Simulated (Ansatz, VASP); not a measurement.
## Sc in VASP and in Ansatz

```
Sc
1.0
     4.99876    0.00000    0.00000
    -2.49938    4.32905    0.00000
     0.00000    0.00000    3.13110
Sc
3
Cartesian
  2.4994 4.3291 0.0000
  0.0000 2.8860 1.5656
  2.4994 1.4430 1.5656
```

Alike in both runs: task single point; functional PBE; k mesh 8 × 8 × 11; occupations fermi-dirac, width 0.1 eV; no spin polarisation.

|  | VASP | Ansatz |
| --- | --- | --- |
| version | VASP 6.6.1 | Ansatz 0.2.0 |
| potentials or method | VASP PAW PBE potentials, release 64 (Sc_sv), cutoff 520 eV | plane waves (420 eV) with PAW, scalar-relativistic |
| valence electrons in the cell | 33 | 33 |

Ansatz gave:

* pressure (GPa): 5.0
* traceless stress, the component that is largest in VASP (GPa): 0.09

**Question.** Estimate VASP's values.

**Answer.** Pressure (GPa): 5.1; traceless stress, the component that is largest in VASP (GPa): 0.08.

The functional is the same, so the differences come from potentials, cutoffs and numerics.
